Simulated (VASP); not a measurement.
# N in VASP: notebook, part 2 of 2

VASP 6.6.1.

## 4. Single point, PBE

INCAR reads:

```
PREC     = Accurate       # precision mode
ENCUT    = 520            # plane-wave cutoff, eV
EDIFF    = 1E-7           # SCF threshold, eV
ISMEAR   = -1             # smearing method
SIGMA    = 0.02           # smearing width, eV
LREAL    = F              # projectors in reciprocal space
LASPH    = T              # aspherical terms in the spheres
NELM     = 100            # most SCF steps
ALGO     = Normal         # electronic algorithm
ISIF     = 2              # what is computed and relaxed
LWAVE    = F              # write WAVECAR
LCHARG   = F              # write CHGCAR
GGA      = PE             # functional
NBANDS   = 42             # bands
```

KPOINTS reads:

```
Automatic mesh
0
Gamma
  1 1 1
```

POSCAR reads:

```
N
1.0
    6.7911070000      0.0000000000      0.0000000000
    0.0000000000      6.7911070000      0.0000000000
    0.0000000000      0.0000000000      6.7911070000
N
12
Direct
    0.6471257190      0.9555732225      0.7321928516
    0.6958953820      0.9044622622      0.5817313731
    0.2418015207      0.1523462964      0.3298431316
    0.3265594254      0.2866395714      0.3672449867
    0.6899906009      0.4529600255      0.8387734135
    0.5414139403      0.3907757601      0.8211474212
    0.4058101279      0.7103554693      0.0975246009
    0.5357889369      0.7016234614      0.1960505114
    0.1990986153      0.7842756711      0.6333282630
    0.1440707678      0.6523236933      0.5539892097
    0.8983513292      1.0374155495      1.1261050665
    0.9751723835      1.0106452453      0.9870702965
```

Potentials or basis: VASP PAW PBE potentials, release 64 (N).

Command:

```console
> cat potpaw_PBE.64/N/POTCAR > POTCAR
> mpirun -np 1 vasp_gam > vasp.out
```

OUTCAR:

```text
PREC = Accurate
   ENCUT = 520
   EDIFF = 1E-7
   ISMEAR = -1
   LREAL = F
   LASPH = T
   NELM = 100
   ISIF = 2
   GGA = PE

 ion  position               nearest neighbor table
   1  0.647  0.956  0.732-   2 1.13
   2  0.696  0.904  0.582-   1 1.13
   3  0.242  0.152  0.330-   4 1.11
   4  0.327  0.287  0.367-   3 1.11
   5  0.690  0.453  0.839-   6 1.10
   6  0.541  0.391  0.821-   5 1.10
   7  0.406  0.710  0.098-   8 1.11
   8  0.536  0.702  0.196-   7 1.11
   9  0.199  0.784  0.633-  10 1.11
  10  0.144  0.652  0.554-   9 1.11
  11  0.898  0.037  0.126-  12 1.09
  12  0.975  0.011  0.987-  11 1.09

  LATTYP: Found a simple cubic cell.
 ALAT       =     6.7911070000

  Lattice vectors:

 A1 = (   6.7911070000,   0.0000000000,   0.0000000000)
 A2 = (   0.0000000000,   6.7911070000,   0.0000000000)
 A3 = (   0.0000000000,   0.0000000000,   6.7911070000)

Analysis of symmetry for initial positions (statically):
=====================================================================
 Subroutine PRICEL returns:
 Original cell was already a primitive cell.

 Routine SETGRP: Setting up the symmetry group for a
 simple cubic supercell.

 Subroutine GETGRP returns: Found  1 space group operations
 (whereof  1 operations were pure point group operations)
 out of a pool of 48 trial point group operations.

The static configuration has the point symmetry C_1 .

Analysis of symmetry for dynamics (positions and initial velocities):
=====================================================================
 Subroutine PRICEL returns:
 Original cell was already a primitive cell.

[... 127 lines left out ...]
   LORBIT       =      0    0 simple, 1 ext, 2 COOP (PROOUT), +10 PAW based schemes
   GGA     = PE    functional components
   LHFCALC =     F    Hartree Fock is set to
   AEXX    =    0.0000 exact exchange contribution
   IVDW    =     0    specifies the selected vdW correction
   LEPSILON=     F    determine dielectric tensor
   LRPA    =     F    only Hartree local field effects (RPA)
 non-spin polarized calculation
  energy-cutoff  :      520.00
  volume of cell :      313.20
 maximum number of plane-waves:      4193
 NGX is ok and might be reduce to    50
   NGX = 25   NGY = 25   NGZ = 25

 number of electron      59.9999997 magnetization

 Free energy of the ion-electron system (eV)
  ---------------------------------------------------
  ext. energy  EPLUGINS =         0.00000000
  ---------------------------------------------------
  free energy    TOTEN  =       -99.64643100 eV

  energy without entropy =      -99.64643100  energy(sigma->0) =      -99.64643100

 E-fermi :  -6.2752     XC(G=0):  -5.8407

 val. band max:       -6.8154757084   @ k =   0.0000   0.0000   0.0000
 cond. band min:       0.4024242356   @ k =   0.0000   0.0000   0.0000
 fundamental gap:      7.2178999440
 Fermi energy:        -6.2751981720

 k-point     1 :       0.0000    0.0000    0.0000
  band No.  band energies     occupation
      1     -25.5058      2.00000
      2     -25.3870      2.00000
      3     -25.2831      2.00000
      4     -25.2382      2.00000
      5     -25.1439      2.00000
      6     -24.9448      2.00000
[... 34 lines left out ...]
     41       1.2958      0.00000
     42       1.4760      0.00000

------------------------ aborting loop because EDIFF is reached ----------------------------------------

  FORCE on cell =-STRESS in cart. coord.  units (eV):
  Direction    XX          YY          ZZ          XY          YZ          ZX
  --------------------------------------------------------------------------------------
  -------------------------------------------------------------------------------------
  Total        4.1592090      2.1409969      2.1931639      1.2339171      0.8519322      0.3895112
  in kB       21.2764715     10.9522890     11.2191498      6.3121140      4.3580667      1.9925480
  external PRESSURE =      14.4826367 kB  Pullay stress =       0.0000000 kB

 VOLUME and BASIS-vectors are now :
 -----------------------------------------------------------------------------
  energy-cutoff  :      520.00
  volume of cell :      313.20
      direct lattice vectors                 reciprocal lattice vectors
     6.791107000  0.000000000  0.000000000     0.147251398  0.000000000  0.000000000
     0.000000000  6.791107000  0.000000000     0.000000000  0.147251398  0.000000000
     0.000000000  0.000000000  6.791107000     0.000000000  0.000000000  0.147251398

 POSITION                                       TOTAL-FORCE (eV/Angst)
 -----------------------------------------------------------------------------------
      4.39470      6.48940      4.97240         0.554764     -0.733785     -2.188769
      4.72590      6.14230      3.95060        -0.631388      0.714978      2.058266
      1.64210      1.03460      2.24000        -0.228931     -0.602694     -0.038940
      2.21770      1.94660      2.49400         0.468028      0.615930      0.163395
      4.68580      3.07610      5.69620         1.894373      0.705483      0.140721
      3.67680      2.65380      5.57650        -1.819316     -0.817758     -0.270278
      2.75590      4.82410      0.66230        -0.537753      0.136528     -0.243720
      3.63860      4.76480      1.33140         0.434266     -0.012808      0.359979
      1.35210      5.32610      4.30100         0.165315      0.309748      0.167962
      0.97840      4.43000      3.76220        -0.224575     -0.317529     -0.169190
      6.10080      0.25409      0.85639        -1.582145      0.511897      2.616163
      6.62250      0.07229      6.70330         1.507363     -0.509990     -2.595589
 -----------------------------------------------------------------------------------
    total drift:                                0.000015      0.000418      0.001199

  FREE ENERGIE OF THE ION-ELECTRON SYSTEM (eV)
  ---------------------------------------------------
  free  energy   TOTEN  =       -99.6464309951 eV

  energy  without entropy=      -99.6464309951  energy(sigma->0) =      -99.64643100
```

stdout:

```text
POSCAR found type information on POSCAR N
 POSCAR found :  1 types and      12 ions
 scaLAPACK will be used
 LDA part: xc-table for (Slater+PW92), standard interpolation
 POSCAR, INCAR and KPOINTS ok, starting setup
 FFT: planning ... GRIDC
 FFT: planning ... GRID_SOFT
 FFT: planning ... GRID
 WAVECAR not read
 entering main loop
```

Wall time 16 s (1 thread of Intel Xeon 6975P-C (Granite Rapids), shared host); peak memory 0.37 GiB.

What came out:

```yaml
Free_energy: -99.6464 eV
Pressure: 1.4 GPa
Largest_force: 3.100 eV/Å
Band_gap_on_the_k_mesh: 7.22 eV
```

Forces in eV/Å, atoms in the order of the input:
```
N    0.555 -0.734 -2.189
N   -0.631  0.715  2.058
N   -0.229 -0.603 -0.039
N    0.468  0.616  0.163
N    1.894  0.705  0.141
N   -1.819 -0.818 -0.270
N   -0.538  0.137 -0.244
N    0.434 -0.013  0.360
N    0.165  0.310  0.168
N   -0.225 -0.318 -0.169
N   -1.582  0.512  2.616
N    1.507 -0.510 -2.596
```

Levels at points of the mesh, in eV from the valence-band top:
```tsv
k point	band 27	band 28	band 29	band 30	band 31	band 32	band 33	band 34
(0.00, 0.00, 0.00)	-0.28	-0.15	-0.09	0.00	7.22	7.43	7.47	7.49
```

Caveat: the k points lie up to 0.93 Å⁻¹ apart; the standard files for N, O and F lose accuracy on very short bonds.

## 5. Single point, PBE

INCAR reads:

```
SYSTEM = N
ALGO     = Normal         ! electronic algorithm
EDIFF    = 1E-6           ! SCF threshold, eV
ENCUT    = 520            ! plane-wave cutoff, eV
GGA      = PE             ! functional
ISIF     = 2              ! what is computed and relaxed
ISMEAR   = -1             ! smearing method
LASPH    = .True.         ! aspherical terms in the spheres
LCHARG   = .True.         ! write CHGCAR
LELF     = .True.         ! ELF
LREAL    = .False.        ! projectors in reciprocal space
LVHAR    = .True.       
LWAVE    = .False.        ! write WAVECAR
NBANDS   = 42             ! bands
NELM     = 80             ! most SCF steps
PREC     = Accurate       ! precision mode
SIGMA    = 0.02           ! smearing width, eV
```

KPOINTS reads:

```
k-points
0
Gamma
  1 1 1
  0 0 0
```

POSCAR reads:

```
N
1.0
    6.7911070000      0.0000000000      0.0000000000
    0.0000000000      6.7911070000      0.0000000000
    0.0000000000      0.0000000000      6.7911070000
N
12
Direct
    0.6303243345      0.9659838963      0.6780190623
    0.6457562810      0.9088356287      0.5300166821
    0.3226572634      0.1750966374      0.4272057560
    0.3547727933      0.2901147044      0.3167672075
    0.6910949864      0.4582169004      0.8095587362
    0.5577735706      0.3642116079      0.8013862836
    0.4045879413      0.7736882956      0.1007641317
    0.4932627332      0.6886211629      0.2067998634
    0.1604156730      0.7058201262      0.5796551284
    0.0640985336      0.5787863451      0.5491004633
    0.9161245729      1.0554538457      1.1533613003
    0.9431599296      0.9766890729      1.0155045415
```

Command:

```console
> cat potpaw_PBE.64/N/POTCAR > POTCAR
> mpirun -np 1 vasp_gam > vasp.out
```

It took 17 s on 1 thread of Intel Xeon 6975P-C (Granite Rapids), shared host; peak memory 0.34 GiB.

Results (log left out):

* Free energy: -99.6157 eV
* Pressure: 3.0 GPa
* Largest force: 5.081 eV/Å
* Band gap on the k mesh: 7.34 eV

Forces on the atoms (eV/Å):
```
N   -0.436  1.668  4.779
N    0.660 -1.813 -4.615
N   -0.396 -0.856  0.819
N    0.237  0.821 -0.943
N    0.511  0.341  0.068
N   -0.540 -0.218  0.010
N   -0.988  0.943 -1.123
N    0.952 -0.929  0.966
N    1.002  1.338  0.359
N   -1.031 -1.303 -0.326
N   -0.535  1.578  2.679
N    0.565 -1.571 -2.673
```

Stress tensor (GPa, compression positive):
```
 1.36  0.11 -0.01
 0.11  2.80  1.29
-0.01  1.29  4.97
```

Levels at points of the mesh, in eV from the valence-band top:
```csv
k point,band 28,band 29,band 30,band 31,band 32,band 33
"(0.00, 0.00, 0.00)",-0.33,-0.19,0.00,7.34,7.46,7.51
```

Caveat: the k points lie up to 0.93 Å⁻¹ apart; the standard files for N, O and F lose accuracy on very short bonds.
